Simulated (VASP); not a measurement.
# BaTiO3 (R3m) in VASP: notebook

Runs on BaTiO3. Level: PBEsol. Tasks: relaxation of shape and atoms at fixed volume.

Everything below comes from runs of VASP 6.6.1. Logs are shortened: lines on timing, memory, paths and dates and some standing lists are left out, and cuts for length are marked.

## 1. The cell of the first run

The typed cell holds 5 atoms: a = 3.822 Å, b = 3.822 Å, c = 3.822 Å, α = 90.00°, β = 90.00°, γ = 90.00°.

## 2. Relaxation of shape and atoms at fixed volume, PBEsol (11.17 Å³/atom)

INCAR

```
  PREC = Accurate
  ENCUT = 600
  EDIFF = 1E-6
  ISMEAR = 0
  SIGMA = 0.02
  LREAL = F
  LASPH = T
  NELM = 60
  ALGO = Normal
  ISIF = 4
  LWAVE = F
  LCHARG = F
  GGA = PS
  IBRION = 2
  NSW = 50
  EDIFFG = -0.01
```

KPOINTS

```
Automatic mesh
0
Gamma
  9 9 9
```

POSCAR

```
BaTiO3
1.0
    2.7029251415      1.5605345580      2.2068340962
   -2.7029251415      1.5605345580      2.2068340962
    0.0000000000     -3.1210691162      2.2068340961
Ba Ti O
1 1 3
Direct
    0.0038041920      0.0038041920      0.0038041920
    0.5037381322      0.5037381322      0.5037381322
    0.5038882077      0.5038882077      0.0038812603
    0.0038812603      0.5038882077      0.5038882077
    0.5038882077      0.0038812603      0.5038882077
```

Potentials or basis: VASP PAW PBE potentials, release 64 (Ba_sv, Ti_sv, O).

Started as:

```console
$ cat potpaw_PBE.64/Ba_sv/POTCAR potpaw_PBE.64/Ti_sv/POTCAR potpaw_PBE.64/O/POTCAR > POTCAR
$ mpirun -np 1 vasp_std > vasp.out
```

OUTCAR:

```text
PREC = Accurate
   ENCUT = 600
   EDIFF = 1E-6
   ISMEAR = 0
   LREAL = F
   LASPH = T
   NELM = 60
   ISIF = 4
   GGA = PS
   IBRION = 2
   NSW = 50
   EDIFFG = -0.01

 ion  position               nearest neighbor table
   1  0.004  0.004  0.004-   3 2.70   4 2.70   5 2.70   3 2.70   3 2.70   4 2.70   5 2.70   5 2.70
                             4 2.70   3 2.70   4 2.70   5 2.70   2 3.31   2 3.31   2 3.31   2 3.31
   2  0.504  0.504  0.504-   4 1.91   5 1.91   3 1.91   5 1.91   4 1.91   3 1.91   1 3.31   1 3.31
                             1 3.31   1 3.31   1 3.31   1 3.31   1 3.31   1 3.31
   3  0.504  0.504  0.004-   2 1.91   2 1.91   1 2.70   1 2.70   1 2.70   1 2.70
   4  0.004  0.504  0.504-   2 1.91   2 1.91   1 2.70   1 2.70   1 2.70   1 2.70
   5  0.504  0.004  0.504-   2 1.91   2 1.91   1 2.70   1 2.70   1 2.70   1 2.70

  LATTYP: Found a trigonal (rhomboedric) cell.
 ALAT       =     3.8224585224
 COS(alpha) =    -0.0000287099

  Lattice vectors:

 A1 = (   2.7029251415,   1.5605345580,   2.2068340962)
 A2 = (  -2.7029251415,   1.5605345580,   2.2068340962)
 A3 = (   0.0000000000,  -3.1210691162,   2.2068340961)

Analysis of symmetry for initial positions (statically):
=====================================================================
 Subroutine PRICEL returns:
 Original cell was already a primitive cell.

 Routine SETGRP: Setting up the symmetry group for a
 trigonal (rhombohedral) supercell.

 Subroutine GETGRP returns: Found  6 space group operations
 (whereof  6 operations were pure point group operations)
 out of a pool of 12 trial point group operations.

The static configuration has the point symmetry C_3v.

Analysis of symmetry for dynamics (positions and initial velocities):
=====================================================================
 Subroutine PRICEL returns:
 Original cell was already a primitive cell.

 Routine SETGRP: Setting up the symmetry group for a
 trigonal (rhombohedral) supercell.

 Subroutine GETGRP returns: Found  6 space group operations
 (whereof  6 operations were pure point group operations)
 out of a pool of 12 trial point group operations.

The dynamic configuration has the point symmetry C_3v.

 Subroutine INISYM returns: Found  6 space group operations
 (whereof  6 operations are pure point group operations),
 and found     1 'primitive' translations

----------------------------------------------------------------------------------------

                                     Primitive cell

  volume of cell :      55.8507

  direct lattice vectors                    reciprocal lattice vectors
     2.702925142  1.560534558  2.206834096     0.184984775  0.106801010  0.151045941
    -2.702925142  1.560534558  2.206834096    -0.184984775  0.106801010  0.151045941
     0.000000000 -3.121069116  2.206834096     0.000000000 -0.213602020  0.151045941

  length of vectors
     3.822458522  3.822458522  3.822458522     0.261611734  0.261611734  0.261611734

  position of ions in fractional coordinates (direct lattice)
     0.003804192  0.003804192  0.003804192
     0.503738132  0.503738132  0.503738132
     0.503888208  0.503888208  0.003881260
     0.003881260  0.503888208  0.503888208
     0.503888208  0.003881260  0.503888208

  ion indices of the primitive-cell ions
   primitive index   ion index
                 1           1
                 2           2
                 3           3
                 4           4
                 5           5

----------------------------------------------------------------------------------------

 KPOINTS: Automatic mesh

Automatic generation of k-mesh.
 Grid dimensions read from file:
 generate k-points for:    9    9    9

 Generating k-lattice:

  Cartesian coordinates                     Fractional coordinates (reciprocal lattice)
     0.020553864  0.011866779  0.016782882     0.111111111  0.000000000  0.000000000
    -0.020553864  0.011866779  0.016782882     0.000000000  0.111111111  0.000000000
     0.000000000 -0.023733558  0.016782882     0.000000000  0.000000000  0.111111111

  Length of vectors
     0.029067970  0.029067970  0.029067970

  Shift w.r.t. Gamma in fractional coordinates (k-lattice)
     0.000000000  0.000000000  0.000000000

 Subroutine IBZKPT returns following result:
 ===========================================

 Found     85 irreducible k-points:

 Following reciprocal coordinates:
            Coordinates               Weight
  0.000000  0.000000  0.000000      1.000000
  0.111111  0.000000  0.000000      6.000000
  0.222222 -0.000000 -0.000000      6.000000
  0.333333  0.000000  0.000000      6.000000
  0.444444 -0.000000 -0.000000      6.000000
  0.111111  0.111111  0.000000      6.000000
[... 16 lines left out ...]
 -0.333333  0.333333  0.000000      6.000000
  0.444444  0.444444 -0.000000      6.000000
 [... further k-points ...]
   k-points           NKPTS =     85   k-points in BZ     NKDIM =     85   number of bands    NBANDS=     24
   number of dos      NEDOS =    301   number of ions     NIONS =      5
   total plane-waves  NPLWV =  32768
   dimension x,y,z NGX =    32 NGY =   32 NGZ =   32
   dimension x,y,z NGXF=    64 NGYF=   64 NGZF=   64
   ions per type =               1   1   3
   NGX,Y,Z   is equivalent  to a cutoff of  13.92, 13.92, 13.92 a.u.
   NGXF,Y,Z  is equivalent  to a cutoff of  27.83, 27.83, 27.83 a.u.
 SYSTEM =  unknown system
   PREC   = accura    normal or accurate (medium, high low for compatibility)
   ISTART =      0    job   : 0-new  1-cont  2-samecut
   ICHARG =      2    charge: 1-file 2-atom 10-const
   ISPIN  =      1    spin polarized calculation?
   LNONCOLLINEAR =      F non collinear calculations
   LSORBIT =      F    spin-orbit coupling
   LASPH  =      T    aspherical Exc in radial PAW
   ENCUT  =  600.0 eV  44.10 Ry    6.64 a.u.   7.63  7.63  7.63*2*pi/ulx,y,z
   NELM   =     60;   NELMIN=  2; NELMDL= -5     # of ELM steps
   EDIFF  = 0.1E-05   stopping-criterion for ELM
   LREAL  =      F    real-space projection
   EDIFFG = -.1E-01   stopping-criterion for IOM
   NSW    =     50    number of steps for IOM
   IBRION =      2    ionic relax: 0-MD 1-quasi-New 2-CG
   NFREE  =      1    steps in history (QN), initial steepest desc. (CG)
   ISIF   =      4    stress and relaxation
   ISYM   =      2    0-nonsym 1-usesym 2-fastsym
   POTIM  = 0.5000    time-step for ionic-motion
   TEBEG  =    0.0;   TEEND  =   0.0 temperature during run
   PSTRESS=    0.0 pullay stress
   NELECT =      40.0000    total number of electrons
   NUPDOWN=      -1.0000    fix difference up-down
   EMIN   =  10.00;   EMAX   =-10.00  energy-range for DOS
   EFERMI =   0.00;   METHOD = LEGACY
   ISMEAR =     0;   SIGMA  =   0.02  broadening in eV -4-tet -1-fermi 0-gaus
   EFERMI_NEDOS =   21; number of points for ismear=-14 and -15
   IALGO  =     38    algorithm
   IMIX   =      4    mixing-type and parameters
     AMIX     =   0.40;   BMIX     =  1.00
     AMIX_MAG =   1.60;   BMIX_MAG =  1.00
  volume/ion in A,a.u.               =      11.17        75.38
  Fermi-wavevector in a.u.,A,eV,Ry     =   1.464711  2.767903 29.189658  2.145379
  Thomas-Fermi vector in A             =   2.580655
   LORBIT       =      0    0 simple, 1 ext, 2 COOP (PROOUT), +10 PAW based schemes
   GGA     = PS    functional components
   LHFCALC =     F    Hartree Fock is set to
   AEXX    =    0.0000 exact exchange contribution
   IVDW    =     0    specifies the selected vdW correction
   LEPSILON=     F    determine dielectric tensor
   LRPA    =     F    only Hartree local field effects (RPA)
 conjugate gradient relaxation of ions
 non-spin polarized calculation
 Gauss-broadening in eV      SIGMA  =   0.02
  energy-cutoff  :      600.00
  volume of cell :       55.85
 maximum number of plane-waves:      1881
   NGX = 15   NGY = 15   NGZ = 15

 number of electron      40.0000000 magnetization

 Free energy of the ion-electron system (eV)
  ---------------------------------------------------
  ext. energy  EPLUGINS =         0.00000000
  ---------------------------------------------------
  free energy    TOTEN  =       -41.37324396 eV

  energy without entropy =      -41.37324396  energy(sigma->0) =      -41.37324396

 E-fermi :   4.9904     XC(G=0): -12.2594

 val. band max:        4.8548183351   @ k =   0.0000   0.0000   0.0000
 cond. band min:       6.7727605726   @ k =   0.0000   0.0000   0.0000
 fundamental gap:      1.9179422375
 Fermi energy:         4.9904210229

 k-point     1 :       0.0000    0.0000    0.0000
  band No.  band energies     occupation
      1     -50.9360      2.00000
      2     -27.3586      2.00000
      3     -27.3585      2.00000
      4     -27.3585      2.00000
      5     -19.7139      2.00000
      6     -12.2486      2.00000
[... 16 lines left out ...]
     23       6.7729      0.00000
     24       9.6485      0.00000

 k-point     2 :       0.1111    0.0000    0.0000
  band No.  band energies     occupation
      1     -50.9357      2.00000
      2     -27.3714      2.00000
      3     -27.3580      2.00000
      4     -27.3580      2.00000
      5     -19.6849      2.00000
      6     -12.2838      2.00000
[... 16 lines left out ...]
     23       7.1092      0.00000
     24       9.7342      0.00000

 k-point     3 :       0.2222   -0.0000   -0.0000
  band No.  band energies     occupation
      1     -50.9350      2.00000
      2     -27.4038      2.00000
      3     -27.3567      2.00000
      4     -27.3567      2.00000
      5     -19.6098      2.00000
      6     -12.4447      2.00000
[... 16 lines left out ...]
     23       7.8297      0.00000
     24       9.7866      0.00000

 k-point     4 :       0.3333    0.0000    0.0000
  band No.  band energies     occupation
      1     -50.9342      2.00000
      2     -27.4401      2.00000
      3     -27.3551      2.00000
      4     -27.3551      2.00000
      5     -19.5212      2.00000
      6     -12.6736      2.00000
[... 16 lines left out ...]
     23       8.5467      0.00000
     24       9.8021      0.00000

 k-point     5 :       0.4444   -0.0000   -0.0000
  band No.  band energies     occupation
      1     -50.9337      2.00000
      2     -27.4636      2.00000
      3     -27.3542      2.00000
      4     -27.3541      2.00000
      5     -19.4613      2.00000
      6     -12.8298      2.00000
[... 16 lines left out ...]
     23       8.9898      0.00000
     24       9.8077      0.00000

 k-point     6 :       0.1111    0.1111    0.0000
  band No.  band energies     occupation
      1     -50.9354      2.00000
      2     -27.3715      2.00000
      3     -27.3702      2.00000
      4     -27.3575      2.00000
      5     -19.6573      2.00000
      6     -12.2969      2.00000
[... 16 lines left out ...]
     23       7.3265      0.00000
     24       9.9502      0.00000
[... 379 lines left out ...]
 k-point    21 :       0.4444    0.3333    0.0000
  band No.  band energies     occupation
      1     -50.9319      2.00000
      2     -27.4567      2.00000
      3     -27.4322      2.00000
      4     -27.3509      2.00000
      5     -19.3534      2.00000
      6     -12.2918      2.00000
[... 16 lines left out ...]
     23       9.2594      0.00000
     24      10.7695      0.00000

 k-point    22 :      -0.4444    0.3333    0.0000
  band No.  band energies     occupation
      1     -50.9319      2.00000
      2     -27.4567      2.00000
      3     -27.4322      2.00000
      4     -27.3509      2.00000
      5     -19.3534      2.00000
      6     -12.2917      2.00000
[... 16 lines left out ...]
     23       9.2595      0.00000
     24      10.7695      0.00000

 k-point    23 :      -0.3333    0.3333    0.0000
  band No.  band energies     occupation
      1     -50.9325      2.00000
      2     -27.4350      2.00000
      3     -27.4329      2.00000
      4     -27.3519      2.00000
      5     -19.3927      2.00000
      6     -12.3294      2.00000
[... 16 lines left out ...]
     23       8.9772      0.00000
     24      10.7048      0.00000

 k-point    24 :       0.4444    0.4444   -0.0000
  band No.  band energies     occupation
      1     -50.9314      2.00000
      2     -27.4549      2.00000
      3     -27.4545      2.00000
      4     -27.3500      2.00000
      5     -19.3205      2.00000
      6     -12.1175      2.00000
[... 16 lines left out ...]
     23       9.4588      0.00000
     24      10.8467      0.00000

 [... further k-points ...]
[... 5 lines left out ...]
  --------------------------------------------------------------------------------------
  -------------------------------------------------------------------------------------
  Total       10.1876444     10.1876444     10.1928821     -0.0000000     -0.0000000      0.0000000
  in kB      292.2510054    292.2510054    292.4012601     -0.0000000     -0.0000000      0.0000000
  external PRESSURE =     292.3010903 kB  Pullay stress =       0.0000000 kB

 VOLUME and BASIS-vectors are now :
 -----------------------------------------------------------------------------
  energy-cutoff  :      600.00
  volume of cell :       55.85
      direct lattice vectors                 reciprocal lattice vectors
     2.702925142  1.560534558  2.206834096     0.184984775  0.106801010  0.151045941
    -2.702925142  1.560534558  2.206834096    -0.184984775  0.106801010  0.151045941
     0.000000000 -3.121069116  2.206834096     0.000000000 -0.213602020  0.151045941

 POSITION                                       TOTAL-FORCE (eV/Angst)
 -----------------------------------------------------------------------------------
      0.00000     -0.00000      0.02519         0.000000     -0.000000      0.001482
      0.00000     -0.00000      3.33500         0.000000     -0.000000      0.002892
      0.00000      1.56056      2.23256         0.000000      0.001094     -0.001458
     -1.35148     -0.78028      2.23256        -0.000947     -0.000547     -0.001458
      1.35148     -0.78028      2.23256         0.000947     -0.000547     -0.001458
 -----------------------------------------------------------------------------------
    total drift:                               -0.000000     -0.000002     -0.000597

  FREE ENERGIE OF THE ION-ELECTRON SYSTEM (eV)
  ---------------------------------------------------
  free  energy   TOTEN  =       -41.3732439611 eV

  energy  without entropy=      -41.3732439611  energy(sigma->0) =      -41.37324396

 reached required accuracy - stopping structural energy minimisation
```

Run time: 1.8 min. Hardware: 1 thread of Intel Xeon Platinum 8259CL at 2.50GHz (Skylake/Cascade Lake), shared host; peak memory 0.28 GiB.

Results:

```
Free energy             : -41.3732 eV
Pressure after relaxing : 29.2 GPa
Band gap on the k mesh  : 1.92 eV
```

Forces in eV/Å, atoms in the order of the input:
```
Ba   0.000  0.000  0.001
Ti   0.000  0.000  0.003
O    0.000  0.001 -0.001
O   -0.001 -0.001 -0.001
O    0.001 -0.001 -0.001
```

Final structure:
```
Ba Ti O
1.0
     2.70293    1.56053    2.20683
    -2.70293    1.56053    2.20683
     0.00000   -3.12107    2.20683
Ba Ti O
1 1 3
Direct
  0.00380 0.00380 0.00380
  0.50374 0.50374 0.50374
  0.50389 0.50389 0.00388
  0.00388 0.50389 0.50389
  0.50389 0.00388 0.50389
```

Caveat: the relaxation stopped at its first step, so nothing moved; the PAW data sets were made with another functional, which shifts forces and pressure a little; spin-orbit coupling is left out, which moves the levels of the heavy elements.

(Part 1 of 2 ends here.)
